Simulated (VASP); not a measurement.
Write the native input for VASP 6.6.1 that does the following.

```yaml
Task: single point
Functional: r2SCAN
Potentials_or_basis: VASP PAW PBE potentials, release 64 (Mg, I)
Cutoff: 520 eV
k_mesh: 6 × 6 × 6
Occupations: gaussian, width 0.01 eV
Spin: no spin polarisation
Dipole_correction: no
Further_INCAR_settings: ALGO = Normal; EDIFF = 1e-06; NBANDS = 15
```

The system is MgI2.

```
CELL_PARAMETERS angstrom
0.04751 3.75572 3.75572
3.75572 0.04751 3.75572
3.80323 3.80323 0.00000
ATOMIC_POSITIONS crystal
Mg 0.00000 0.00000 0.00000
I 0.25105 0.25105 0.24895
I 0.74895 0.74895 0.75105
```

This cell differs from its parent crystal: shear xy strain +2.5%.

One way to write it, as run:

POSCAR

```
MgI2
1.0
    0.0475098654      3.7557205885      3.7557205885
    3.7557205885      0.0475098654      3.7557205885
    3.8032304539      3.8032304539      0.0000000000
Mg I
1 2
Direct
    0.0000000000      0.0000000000      0.0000000000
    0.2510504937      0.2510504937      0.2489495063
    0.7489495063      0.7489495063      0.7510504937
```

INCAR.step1

```
SYSTEM = MgI2
PREC = Accurate ; ENCUT = 520
ISMEAR = 0 ; SIGMA = 0.01
LREAL = .FALSE. ; LASPH = .TRUE.
NELM = 100 ; NBANDS = 15
GGA = PE ; ALGO = Normal
EDIFF = 1E-4 ; LWAVE = .TRUE.
LCHARG = .FALSE.
```

INCAR.step2

```
SYSTEM = MgI2
PREC = Accurate ; ENCUT = 520
EDIFF = 1E-6 ; ISMEAR = 0
SIGMA = 0.01 ; LREAL = .FALSE.
LASPH = .TRUE. ; NELM = 100
ALGO = Normal ; ISIF = 2
LWAVE = .FALSE. ; LCHARG = .FALSE.
METAGGA = R2SCAN ; LMIXTAU = .TRUE.
NBANDS = 15 ; ISTART = 1
```

KPOINTS

```
regular mesh
0
G
  6 6 6
  0 0 0
```

Potentials or basis: VASP PAW PBE potentials, release 64 (Mg, I).

Command:

```bash
$ cat potpaw_PBE.64/Mg/POTCAR potpaw_PBE.64/I/POTCAR > POTCAR
$ cp INCAR.step1 INCAR
$ mpirun -np 1 vasp_std > vasp.out
$ cp INCAR.step2 INCAR
$ mpirun -np 1 vasp_std > vasp.out
```

Results of the run:

- Pressure: -0.1 GPa
- Largest force: 0.006 eV/Å
- Band gap on the k mesh: 1.30 eV (least direct gap 1.51 eV)

Caveat: the cell differs from its parent crystal (shear xy strain +2.5%); the structure was generated, so it needn't be the stable form of MgI2; the PAW data sets were made with another functional, which shifts forces and pressure a little; spin-orbit coupling is left out, which moves the levels of the heavy elements.

Run time: 4 min on 1 thread of Intel(R) Xeon(R) 6975P-C (Granite Rapids), on a shared host, peak memory 0.29 GiB.
